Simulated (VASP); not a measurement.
Set up this calculation in VASP 6.6.1, as the native input.

```yaml
Task: single point
Functional: PBE
Potentials_or_basis: VASP PAW PBE potentials, release 64 (Al, Mo_sv, C)
Cutoff: 520 eV
k_mesh: 6 × 6 × 4
Occupations: gaussian, width 0.2 eV
Spin: no spin polarisation
Dipole_correction: no
Further_INCAR_settings: ALGO = Normal; EDIFF = 1e-07; NBANDS = 60
```

The structure of AlMo3C lies in POSCAR:

```
AlMo3C
1.0
    4.1440251570      0.0000000000      0.0000000000
    0.0000000000      4.1440251570      0.0000000000
    0.0000000000      0.0000000000      8.2880503140
Al Mo C
2 6 2
Direct
    0.0000000000      0.0000000000      0.5000000000
    0.0000000000      0.0000000000      0.0000000000
    0.0000000000      0.5000000000      0.2500000000
    0.0000000000      0.5000000000      0.7500000000
    0.5000000000      0.0000000000      0.2500000000
    0.5000000000      0.0000000000      0.7500000000
    0.5000000000      0.5000000000      0.0000000000
    0.5000000000      0.5000000000      0.5000000000
    0.5000000000      0.5000000000      0.2500000000
    0.5000000000      0.5000000000      0.7500000000
```

One way to write it, as run:

INCAR

```
SYSTEM = AlMo3C
ALGO     = Normal         ! electronic algorithm
EDIFF    = 1E-7           ! SCF threshold, eV
ENCUT    = 520            ! plane-wave cutoff, eV
GGA      = PE             ! functional
ISIF     = 2              ! what is computed and relaxed
ISMEAR   = 0              ! smearing method
LASPH    = .True.         ! aspherical terms in the spheres
LCHARG   = .False.        ! write CHGCAR
LREAL    = .False.        ! projectors in reciprocal space
LWAVE    = .False.        ! write WAVECAR
NBANDS   = 60             ! bands
NELM     = 80             ! most SCF steps
PREC     = Accurate       ! precision mode
SIGMA    = 0.2            ! smearing width, eV
```

KPOINTS

```
k-points
0
Gamma
  6 6 4
  0 0 0
```

Potentials or basis: VASP PAW PBE potentials, release 64 (Al, Mo_sv, C).

Launch:

```console
$ cat potpaw_PBE.64/Al/POTCAR potpaw_PBE.64/Mo_sv/POTCAR potpaw_PBE.64/C/POTCAR > POTCAR
$ mpirun -np 1 vasp_std > vasp.out
```

Results of the run:

| Property | Result |
| --- | --- |
| Pressure | 0.4 GPa |
| Band gap on the k mesh | zero (bands 49 and 50 overlap by 1.45 eV) |

Run time: 2.1 min on 1 thread of Intel(R) Xeon(R) 6975P-C (Granite Rapids), on a shared host, peak memory 0.35 GiB.
